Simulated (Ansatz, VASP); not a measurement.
One calculation of AgCl, two programs

INCAR

```
SYSTEM = AgCl
PREC     = Accurate       ! precision mode
ENCUT    = 520            ! plane-wave cutoff, eV
EDIFF    = 1E-7           ! SCF threshold, eV
ISMEAR   = 0              ! smearing method
SIGMA    = 0.05           ! smearing width, eV
LREAL    = .FALSE.        ! projectors in reciprocal space
LASPH    = .TRUE.         ! aspherical terms in the spheres
NELM     = 80             ! most SCF steps
ALGO     = Normal         ! electronic algorithm
ISIF     = 2              ! what is computed and relaxed
LWAVE    = .FALSE.        ! write WAVECAR
LCHARG   = .FALSE.        ! write CHGCAR
GGA      = PS             ! functional
NBANDS   = 16             ! bands
```

KPOINTS

```
regular mesh
0
G
  10 10 10
  0 0 0
```

File POSCAR:

```
AgCl
1.0
    3.4339730000      0.0000000000      0.0000000000
    0.0000000000      3.4339730000      0.0000000000
    0.0000000000      0.0000000000      3.6915209750
Ag Cl
1 1
Direct
    0.0000000000      0.0000000000      0.0000000000
    0.5000000000      0.5000000000      0.5000000000
```

Input for Ansatz:

```yaml
crystal:
  lattice:
    - [3.433973, 0.0, 0.0]
    - [0.0, 3.433973, 0.0]
    - [0.0, 0.0, 3.691520975]
  atoms:
    - { symbol: Ag, position: [0.0, 0.0, 0.0] }
    - { symbol: Cl, position: [0.5, 0.5, 0.5] }
basis:
  ecutwfc: 420
kpoints:
  mp_grid: { grid: [10, 10, 10] }
hamiltonian:
  xc: pbesol
scf:
  occupations: { method: gaussian, width: 0.05 }
output:
  forces: true
  stress: true
  eigenvalues: true
```

Change from the starting cell: strain +0.0750 x Voigt [0, 0, 1, 0, 0, 0], atoms carried along.

Alike in both runs: task single point; functional PBEsol; k mesh 10 × 10 × 10; occupations gaussian, width 0.05 eV; no spin polarisation.

|  | VASP | Ansatz |
| --- | --- | --- |
| version | VASP 6.6.1 | Ansatz 0.2.0 |
| potentials or method | VASP PAW PBE potentials, release 64 (Ag, Cl), cutoff 520 eV | scalar-relativistic, plane waves, PAW |
| valence electrons in the cell | 18 | 26 |

|  | VASP | Ansatz | Ansatz less VASP |
| --- | --- | --- | --- |
| gap on the k mesh at the Fermi level (eV) | 0.32 | 0.32 | 0.000 |
| least direct gap on the mesh (eV) | 1.46 | 1.46 | 0.000 |
| pressure (GPa) | -6.8 | -6.8 | +0.08 |
| traceless stress, the component that is largest in VASP (GPa) | -1.96 | -1.96 | +0.003 |

VASP's potentials were made for PBE, not for PBEsol. With one functional, cell and mesh, what is left measures potentials, basis and numerics. VASP's potentials hold 18 valence electrons a cell and Ansatz's 26, so a difference there can come from the potentials and not from the codes.
